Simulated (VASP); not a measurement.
# SiO2 (P4_2/mnm) in VASP: a series of runs

SiO2 is run at these levels: HSE06; tasks: single point.

Program: VASP 6.6.1. These are calculated values, not measurements. Logs are shortened: lines on timing, memory, paths and dates and some standing lists are left out, and cuts for length are marked.

**1. The cell of the first run**

The structure is tetragonal, space group P4_2/mnm (No. 136). The conventional cell has a = 4.311 Å, b = 4.311 Å, c = 2.632 Å, α = 90.00°, β = 90.00°, γ = 90.00°. Within 2.3 Å of Si (site symmetry mmm) lie 6 O at 1.75 to 1.89 Å. Within 2.4 Å of O (site symmetry m2m) lie 3 Si at 1.75 to 1.89 Å and 1 O at 2.32 Å.

**2. Single point, HSE06 (epitaxial xy strain +3.0%)**

The input, POSCAR:

```
SiO2
1.0
    4.3107444626      0.0000000000      0.0000000000
    0.0000000000      4.3107444626      0.0000000000
    0.0000000000      0.0000000000      2.6318110664
Si O
2 4
Direct
    0.0000000000      0.0000000000      0.0000000000
    0.5000000000      0.5000000000      0.5000000000
    0.3099557583      0.3099557583      0.0000000000
    0.1900442417      0.8099557583      0.5000000000
    0.8099557583      0.1900442417      0.5000000000
    0.6900442417      0.6900442417      0.0000000000
```

The input, INCAR.step1:

```
SYSTEM = SiO2
  PREC = Accurate
  ENCUT = 520
  EDIFF = 1E-5
  ISMEAR = 0
  SIGMA = 0.01
  LREAL = .FALSE.
  LASPH = .TRUE.
  NELM = 60
  ALGO = Normal
  ISIF = 2
  LWAVE = .TRUE.
  LCHARG = .FALSE.
  GGA = PE
  NBANDS = 25
  KPAR = 4
```

The input, INCAR.step2:

```
SYSTEM = SiO2
  PREC = Accurate
  ENCUT = 520
  EDIFF = 1E-7
  ISMEAR = 0
  SIGMA = 0.01
  LREAL = .FALSE.
  LASPH = .TRUE.
  NELM = 60
  ALGO = Normal
  ISIF = 2
  LWAVE = .FALSE.
  LCHARG = .FALSE.
  GGA = PE
  LHFCALC = .TRUE.
  HFSCREEN = 0.2079
  PRECFOCK = Fast
  ISTART = 1
  NBANDS = 25
  KPAR = 4
```

The input, KPOINTS:

```
regular mesh
0
G
  4 4 6
  0 0 0
```

Potentials or basis: VASP PAW PBE potentials, release 64 (Si, O).

On the command line:

```sh
$ cat potpaw_PBE.64/Si/POTCAR potpaw_PBE.64/O/POTCAR > POTCAR
$ cp INCAR.step1 INCAR
$ mpirun -np 4 vasp_std > vasp.out
$ cp INCAR.step2 INCAR
$ mpirun -np 4 vasp_std > vasp.out
```

OUTCAR:

```text
SYSTEM = SiO2
   PREC = Accurate
   ENCUT = 520
   EDIFF = 1E-7
   ISMEAR = 0
   LREAL = .FALSE.
   LASPH = .TRUE.
   NELM = 60
   ISIF = 2
   GGA = PE
   LHFCALC = .TRUE.
   HFSCREEN = 0.2079
   PRECFOCK = Fast
   ISTART = 1

 ion  position               nearest neighbor table
   1  0.000  0.000  0.000-   4 1.75   5 1.75   4 1.75   5 1.75   3 1.89   6 1.89
   2  0.500  0.500  0.500-   3 1.75   6 1.75   3 1.75   6 1.75   5 1.89   4 1.89
   3  0.310  0.310  0.000-   2 1.75   2 1.75   1 1.89
   4  0.190  0.810  0.500-   1 1.75   1 1.75   2 1.89
   5  0.810  0.190  0.500-   1 1.75   1 1.75   2 1.89
   6  0.690  0.690  0.000-   2 1.75   2 1.75   1 1.89

  LATTYP: Found a simple tetragonal cell.
 ALAT       =     4.3107444626
 C/A-ratio  =     0.6105235625

  Lattice vectors:

 A1 = (   4.3107444626,   0.0000000000,   0.0000000000)
 A2 = (   0.0000000000,   4.3107444626,   0.0000000000)
 A3 = (   0.0000000000,   0.0000000000,   2.6318110664)

Analysis of symmetry for initial positions (statically):
=====================================================================
 Subroutine PRICEL returns:
 Original cell was already a primitive cell.

 Routine SETGRP: Setting up the symmetry group for a
 simple tetragonal supercell.

 Subroutine GETGRP returns: Found 16 space group operations
 (whereof  8 operations were pure point group operations)
 out of a pool of 16 trial point group operations.

The static configuration has the point symmetry D_2h.
 The point group associated with its full space group is D_4h.

Analysis of symmetry for dynamics (positions and initial velocities):
=====================================================================
 Subroutine PRICEL returns:
 Original cell was already a primitive cell.

 Routine SETGRP: Setting up the symmetry group for a
 simple tetragonal supercell.

 Subroutine GETGRP returns: Found 16 space group operations
 (whereof  8 operations were pure point group operations)
 out of a pool of 16 trial point group operations.

The dynamic configuration has the point symmetry D_2h.
 The point group associated with its full space group is D_4h.

 Subroutine INISYM returns: Found 16 space group operations
 (whereof  8 operations are pure point group operations),
 and found     1 'primitive' translations

----------------------------------------------------------------------------------------

                                     Primitive cell

  volume of cell :      48.9057

  direct lattice vectors                    reciprocal lattice vectors
     4.310744463  0.000000000  0.000000000     0.231978492  0.000000000  0.000000000
     0.000000000  4.310744463  0.000000000     0.000000000  0.231978492  0.000000000
     0.000000000  0.000000000  2.631811066     0.000000000  0.000000000  0.379966485

  length of vectors
     4.310744463  4.310744463  2.631811066     0.231978492  0.231978492  0.379966485

  position of ions in fractional coordinates (direct lattice)
     0.000000000  0.000000000  0.000000000
     0.500000000  0.500000000  0.500000000
     0.309955758  0.309955758  0.000000000
     0.190044242  0.809955758  0.500000000
     0.809955758  0.190044242  0.500000000
     0.690044242  0.690044242  0.000000000

  ion indices of the primitive-cell ions
   primitive index   ion index
                 1           1
                 2           2
                 3           3
                 4           4
                 5           5
                 6           6

----------------------------------------------------------------------------------------

 KPOINTS: regular mesh

Automatic generation of k-mesh.
 Grid dimensions read from file:
 generate k-points for:    4    4    6

 Generating k-lattice:

  Cartesian coordinates                     Fractional coordinates (reciprocal lattice)
     0.057994623  0.000000000  0.000000000     0.250000000  0.000000000  0.000000000
     0.000000000  0.057994623  0.000000000     0.000000000  0.250000000  0.000000000
     0.000000000  0.000000000  0.063327747     0.000000000  0.000000000  0.166666667

  Length of vectors
     0.057994623  0.057994623  0.063327747

  Shift w.r.t. Gamma in fractional coordinates (k-lattice)
     0.000000000  0.000000000  0.000000000

 Subroutine IBZKPT returns following result:
 ===========================================

 Found     24 irreducible k-points:

 Following reciprocal coordinates:
            Coordinates               Weight
  0.000000  0.000000  0.000000      1.000000
  0.250000  0.000000  0.000000      4.000000
  0.500000  0.000000  0.000000      2.000000
  0.250000  0.250000  0.000000      4.000000
  0.500000  0.250000  0.000000      4.000000
  0.500000  0.500000  0.000000      1.000000
[... 16 lines left out ...]
  0.500000  0.250000  0.500000      4.000000
  0.500000  0.500000  0.500000      1.000000
   k-points           NKPTS =     24   k-points in BZ     NKDIM =     96   number of bands    NBANDS=     25
[... 39 lines left out ...]
  Fermi-wavevector in a.u.,A,eV,Ry     =   1.421254  2.685781 27.483269  2.019963
  Thomas-Fermi vector in A             =   2.542083
   LORBIT       =      0    0 simple, 1 ext, 2 COOP (PROOUT), +10 PAW based schemes
   GGA     = PE    functional components
   LHFCALC =     T    Hartree Fock is set to
   PRECFOCK=fast      Normal, Fast or Accurate (Low or Medium for compatibility)
   ENCUT4O =  -1.0   cutoff for four orbital integrals eV
   NKREDX  =     1    reduce k-point grid by
   NKREDY  =     1    reduce k-point grid by
   NKREDZ  =     1    reduce k-point grid by
   AEXX    =    0.2500 exact exchange contribution
   HFSCREEN=    0.2079 screening length (either q_TF or 0.3 A-1)
   HFSCREENC=   0.2079 screening length for correlation (either q_TF or 0.3 A-1)
   ENCUTFOCK=  -1.0 apply spherical cutoff to Coloumb kernel
   IVDW    =     0    specifies the selected vdW correction
   LEPSILON=     F    determine dielectric tensor
   LRPA    =     F    only Hartree local field effects (RPA)
 non-spin polarized calculation
 Gauss-broadening in eV      SIGMA  =   0.01
  energy-cutoff  :      520.00
  volume of cell :       48.91
 maximum number of plane-waves:      1348
  NGX = 20; NGY = 20; NGZ = 12

 number of electron      31.9999986 magnetization

 Free energy of the ion-electron system (eV)
  ---------------------------------------------------
  ext. energy  EPLUGINS =         0.00000000
  ---------------------------------------------------
  free energy    TOTEN  =       -57.15536431 eV

  energy without entropy =      -57.15536431  energy(sigma->0) =      -57.15536431

 E-fermi :   6.0975     XC(G=0):  -9.8092

 val. band max:        6.0355404114   @ k =   0.0000   0.0000   0.0000
 cond. band min:      13.1996596421   @ k =   0.0000   0.0000   0.0000
 fundamental gap:      7.1641192307
 Fermi energy:         6.0974509165

 k-point     1 :       0.0000    0.0000    0.0000
  band No.  band energies     occupation
      1     -17.6655      2.00000
      2     -14.1856      2.00000
      3     -14.1264      2.00000
      4     -14.1264      2.00000
      5      -4.7366      2.00000
      6      -0.4093      2.00000
[... 17 lines left out ...]
     24      21.7143      0.00000
     25      23.6687      0.00000

 k-point     2 :       0.2500    0.0000    0.0000
  band No.  band energies     occupation
      1     -17.3575      2.00000
      2     -15.2854      2.00000
      3     -13.9868      2.00000
      4     -13.6058      2.00000
      5      -4.3585      2.00000
      6      -1.7450      2.00000
[... 17 lines left out ...]
     24      21.2561      0.00000
     25      23.3442      0.00000

 k-point     3 :       0.5000    0.0000    0.0000
  band No.  band energies     occupation
      1     -16.4937      2.00000
      2     -16.4937      2.00000
      3     -13.6904      2.00000
      4     -13.6904      2.00000
      5      -3.3126      2.00000
      6      -3.3126      2.00000
[... 552 lines left out ...]
 k-point    23 :       0.5000    0.2500    0.5000
  band No.  band energies     occupation
      1     -14.7043      2.00000
      2     -14.7043      2.00000
      3     -13.3918      2.00000
      4     -13.3918      2.00000
      5      -4.2299      2.00000
      6      -4.2299      2.00000
[... 17 lines left out ...]
     24      21.7569      0.00000
     25      24.0000      0.00000

 k-point    24 :       0.5000    0.5000    0.5000
  band No.  band energies     occupation
      1     -14.6740      2.00000
      2     -14.6740      2.00000
      3     -13.3756      2.00000
      4     -13.3756      2.00000
      5      -4.6801      2.00000
      6      -4.6801      2.00000
[... 17 lines left out ...]
     24      22.0914      0.00000
     25      24.1829      0.00000

------------------------ aborting loop because EDIFF is reached ----------------------------------------

  FORCE on cell =-STRESS in cart. coord.  units (eV):
  Direction    XX          YY          ZZ          XY          YZ          ZX
  --------------------------------------------------------------------------------------
  -------------------------------------------------------------------------------------
  Total       -4.5212315     -4.5212315     -0.6255479      0.0000000      0.0000000      0.0000000
  in kB     -148.1180742   -148.1180742    -20.4932983      0.0000000      0.0000000      0.0000000
  external PRESSURE =    -105.5764822 kB  Pullay stress =       0.0000000 kB

 VOLUME and BASIS-vectors are now :
 -----------------------------------------------------------------------------
  energy-cutoff  :      520.00
  volume of cell :       48.91
      direct lattice vectors                 reciprocal lattice vectors
     4.310744463  0.000000000  0.000000000     0.231978492  0.000000000  0.000000000
     0.000000000  4.310744463  0.000000000     0.000000000  0.231978492  0.000000000
     0.000000000  0.000000000  2.631811066     0.000000000  0.000000000  0.379966485

 POSITION                                       TOTAL-FORCE (eV/Angst)
 -----------------------------------------------------------------------------------
      0.00000      0.00000      0.00000         0.000000      0.000000      0.000000
      2.15537      2.15537      1.31591         0.000000      0.000000      0.000000
      1.33614      1.33614      0.00000         0.039027      0.039027      0.000000
      0.81923      3.49151      1.31591        -0.039027      0.039027      0.000000
      3.49151      0.81923      1.31591         0.039027     -0.039027     -0.000000
      2.97460      2.97460      0.00000        -0.039027     -0.039027     -0.000000
 -----------------------------------------------------------------------------------
    total drift:                                0.000029      0.000030     -0.000003

  FREE ENERGIE OF THE ION-ELECTRON SYSTEM (eV)
  ---------------------------------------------------
  free  energy   TOTEN  =       -57.1553643101 eV

  energy  without entropy=      -57.1553643101  energy(sigma->0) =      -57.15536431
```

Run time: 17 min. Hardware: 4 MPI ranks of Oxide Virtual Turin-like, shared host; peak memory 0.24 GiB.

What came out:

| Property | Result |
| --- | --- |
| Free energy | -57.1554 eV |
| Pressure | -10.6 GPa |
| Largest force | 0.055 eV/Å |
| Band gap on the k mesh | 7.16 eV |

Forces on the atoms (eV/Å):
```
Si   0.000  0.000  0.000
Si   0.000  0.000  0.000
O    0.039  0.039  0.000
O   -0.039  0.039  0.000
O    0.039 -0.039  0.000
O   -0.039 -0.039  0.000
```

Stress tensor (GPa, compression positive):
```
-14.81   0.00   0.00
  0.00 -14.81   0.00
  0.00   0.00  -2.05
```

Levels at points of the mesh, in eV from the valence-band top:
```tsv
k point	band 12	band 13	band 14	band 15	band 16	band 17	band 18	band 19	band 20	band 21
(0.00, 0.00, 0.00)	-2.70	-2.30	-0.75	-0.75	0.00	7.16	9.19	10.91	10.91	13.28
(0.50, 0.00, 0.00)	-3.66	-2.34	-2.34	-1.09	-1.09	9.64	9.64	11.51	11.51	12.56
(0.50, 0.50, 0.00)	-2.80	-2.32	-2.32	-2.26	-2.26	9.35	9.35	12.30	12.30	14.38
(0.00, 0.00, 0.50)	-4.25	-2.75	-2.75	-2.67	-2.67	10.79	10.79	13.85	13.85	14.65
(0.50, 0.00, 0.50)	-3.67	-2.19	-2.19	-1.68	-1.68	10.62	10.62	11.19	11.19	14.19
(0.50, 0.50, 0.50)	-4.16	-1.89	-1.89	-1.48	-1.48	8.95	8.95	12.49	12.49	13.88
```

Caveat: the cell differs from its parent crystal (epitaxial xy strain +3.0%); the stress differs along the axes, from -15 to -2 GPa; the structure was generated, so it needn't be the stable form of SiO2; the PAW data sets were made with another functional, which shifts forces and pressure a little.

**3. Single point, HSE06 (epitaxial xy strain +1.0%)**

The input, POSCAR:

```
SiO2
1.0
    4.2270406866      0.0000000000      0.0000000000
    0.0000000000      4.2270406866      0.0000000000
    0.0000000000      0.0000000000      2.6554956915
Si O
2 4
Direct
    0.0000000000      0.0000000000      0.0000000000
    0.5000000000      0.5000000000      0.5000000000
    0.3072470246      0.3072470246      0.0000000000
    0.1927529754      0.8072470246      0.5000000000
    0.8072470246      0.1927529754      0.5000000000
    0.6927529754      0.6927529754      0.0000000000
```

The input, INCAR.step1:

```
SYSTEM = SiO2
PREC = Accurate
ENCUT = 520
EDIFF = 1E-5
ISMEAR = 0
SIGMA = 0.01
LREAL = .False.
LASPH = .True.
NELM = 80
ALGO = Normal
ISIF = 2
LWAVE = .True.
LCHARG = .False.
NBANDS = 25
GGA = PE
KPAR = 4
```

The input, INCAR.step2:

```
SYSTEM = SiO2
PREC = Accurate
ENCUT = 520
EDIFF = 1E-6
ISMEAR = 0
SIGMA = 0.01
LREAL = .False.
LASPH = .True.
NELM = 80
ALGO = Normal
ISIF = 2
LWAVE = .False.
LCHARG = .False.
GGA = PE
LHFCALC = .True.
HFSCREEN = 0.2079
PRECFOCK = Fast
NBANDS = 25
ISTART = 1
KPAR = 4
```

The input, KPOINTS:

```
Automatic mesh
0
Gamma
  4 4 6
  0 0 0
```

Potentials or basis: VASP PAW PBE potentials, release 64 (Si, O).

On the command line:

```sh
$ cat potpaw_PBE.64/Si/POTCAR potpaw_PBE.64/O/POTCAR > POTCAR
$ cp INCAR.step1 INCAR
$ mpirun -np 4 vasp_std > vasp.out
$ cp INCAR.step2 INCAR
$ mpirun -np 4 vasp_std > vasp.out
```

It took 14 min on 4 MPI ranks of Oxide Virtual Turin-like, shared host; peak memory 0.24 GiB.

The run converged. Its results:

```
Free energy            : -57.2743 eV
Pressure               : -5.3 GPa
Largest force          : 0.046 eV/Å
Band gap on the k mesh : 7.47 eV
```

Forces on the atoms (eV/Å):
```
Si   0.000  0.000  0.000
Si   0.000  0.000  0.000
O    0.033  0.033  0.000
O   -0.033  0.033  0.000
O    0.033 -0.033  0.000
O   -0.033 -0.033  0.000
```

Stress tensor (GPa, compression positive):
```
-6.89  0.00  0.00
 0.00 -6.89  0.00
 0.00  0.00 -2.10
```

Levels at points of the mesh, in eV from the valence-band top:
```csv
k point,band 12,band 13,band 14,band 15,band 16,band 17,band 18,band 19,band 20,band 21
"(0.00, 0.00, 0.00)",-2.95,-2.38,-0.80,-0.80,0.00,7.47,8.89,10.70,10.70,13.19
"(0.50, 0.00, 0.00)",-3.90,-2.51,-2.51,-1.08,-1.08,9.81,9.81,11.29,11.29,12.99
"(0.50, 0.50, 0.00)",-3.07,-2.56,-2.56,-2.40,-2.40,9.50,9.50,12.27,12.27,15.13
"(0.00, 0.00, 0.50)",-4.53,-3.07,-3.07,-2.78,-2.78,11.15,11.15,14.69,14.69,14.84
"(0.50, 0.00, 0.50)",-3.93,-2.25,-2.25,-1.80,-1.80,10.84,10.84,11.72,11.72,14.34
"(0.50, 0.50, 0.50)",-4.40,-1.84,-1.84,-1.61,-1.61,9.15,9.15,12.95,12.95,13.86
```

Caveat: the cell differs from its parent crystal (epitaxial xy strain +1.0%); the cell stands under tension; the structure was generated, so it needn't be the stable form of SiO2; the PAW data sets were made with another functional, which shifts forces and pressure a little.

**4. Single point, HSE06 (epitaxial xy strain -3.0%)**

The input, POSCAR:

```
SiO2
1.0
    4.0596331347      0.0000000000      0.0000000000
    0.0000000000      4.0596331347      0.0000000000
    0.0000000000      0.0000000000      2.7142416427
Si O
2 4
Direct
    0.0000000000      0.0000000000      0.0000000000
    0.5000000000      0.5000000000      0.5000000000
    0.3036854415      0.3036854415      0.0000000000
    0.1963145585      0.8036854415      0.5000000000
    0.8036854415      0.1963145585      0.5000000000
    0.6963145585      0.6963145585      0.0000000000
```

The input, INCAR.step1:

```
PREC = Accurate ; ENCUT = 520
EDIFF = 1E-5 ; ISMEAR = 0
SIGMA = 0.01 ; LREAL = F
LASPH = T ; NELM = 100
ALGO = Normal ; ISIF = 2
LWAVE = T ; LCHARG = F
GGA = PE ; NBANDS = 25
KPAR = 4
```

The input, INCAR.step2:

```
PREC = Accurate ; ENCUT = 520
EDIFF = 1E-6 ; ISMEAR = 0
SIGMA = 0.01 ; LREAL = F
LASPH = T ; NELM = 100
ALGO = Normal ; ISIF = 2
LWAVE = F ; LCHARG = F
GGA = PE ; LHFCALC = T
HFSCREEN = 0.2079 ; PRECFOCK = Fast
ISTART = 1 ; NBANDS = 25
KPAR = 4
```

The input, KPOINTS:

```
regular mesh
0
Gamma
  4 4 6
```

On the command line:

```sh
$ cat potpaw_PBE.64/Si/POTCAR potpaw_PBE.64/O/POTCAR > POTCAR
$ cp INCAR.step1 INCAR
$ mpirun -np 4 vasp_std > vasp.out
$ cp INCAR.step2 INCAR
$ mpirun -np 4 vasp_std > vasp.out
```

Run time: 18 min. Hardware: 4 MPI ranks of Oxide Virtual Turin-like, shared host; peak memory 0.24 GiB.

Results (log left out):

* Free energy: -57.1451 eV
* Pressure: 11.2 GPa
* Largest force: 0.049 eV/Å
* Band gap on the k mesh: 8.23 eV

Forces in eV/Å, atoms in the order of the input:
```
Si   0.000  0.000  0.000
Si   0.000  0.000  0.000
O    0.035  0.035  0.000
O   -0.035  0.035  0.000
O    0.035 -0.035  0.000
O   -0.035 -0.035  0.000
```

Stress tensor (GPa, compression positive):
```
18.00  0.00  0.00
 0.00 18.00  0.00
 0.00  0.00 -2.42
```

Levels at points of the mesh, in eV from the valence-band top:
| k point | band 13 | band 14 | band 15 | band 16 | band 17 | band 18 | band 19 | band 20 |
| --- | --- | --- | --- | --- | --- | --- | --- | --- |
| (0.00, 0.00, 0.00) | -2.50 | -0.82 | -0.82 | 0.00 | 8.23 | 8.25 | 10.23 | 10.23 |
| (0.50, 0.00, 0.00) | -2.80 | -2.80 | -1.06 | -1.06 | 10.02 | 10.02 | 10.98 | 10.98 |
| (0.50, 0.50, 0.00) | -3.06 | -3.06 | -2.40 | -2.40 | 9.75 | 9.75 | 12.21 | 12.21 |
| (0.00, 0.00, 0.50) | -3.64 | -3.64 | -2.92 | -2.92 | 12.06 | 12.06 | 15.26 | 15.26 |
| (0.50, 0.00, 0.50) | -2.25 | -2.25 | -1.91 | -1.91 | 11.48 | 11.48 | 13.01 | 13.01 |
| (0.50, 0.50, 0.50) | -1.73 | -1.73 | -1.65 | -1.65 | 9.87 | 9.87 | 13.76 | 13.76 |

Caveat: the cell differs from its parent crystal (epitaxial xy strain -3.0%); the stress differs along the axes, from -2 to 18 GPa; the structure was generated, so it needn't be the stable form of SiO2; the PAW data sets were made with another functional, which shifts forces and pressure a little.

**5. The runs side by side**

| cell | gap on the mesh (eV) | pressure (GPa) | largest force (eV/Å) |
| --- | --- | --- | --- |
| a = 4.311, b = 4.311, c = 2.632 Å, 6 atoms, epitaxial xy strain +3.0% | 7.16 | -10.6 | 0.06 |
| a = 4.227, b = 4.227, c = 2.655 Å, 6 atoms, epitaxial xy strain +1.0% | 7.47 | -5.3 | 0.05 |
| a = 4.060, b = 4.060, c = 2.714 Å, 6 atoms, epitaxial xy strain -3.0% | 8.23 | 11.2 | 0.05 |

Alike in all rows: task single point; level HSE06; potentials or basis VASP PAW PBE potentials, release 64 (Si, O); no spin polarisation; k mesh 4 × 4 × 6; cutoff (eV) 520; smearing gaussian 0.01 eV.

Caveats: the structure was generated, so it needn't be the stable form of SiO2; the PAW data sets were made with another functional, which shifts forces and pressure a little; the stress differs along the axes, from -15 to -2 GPa (at least some runs); the cell stands under tension (at least some runs); the stress differs along the axes, from -2 to 18 GPa (at least some runs).

Absolute energies hang on the potentials; compare differences alone.
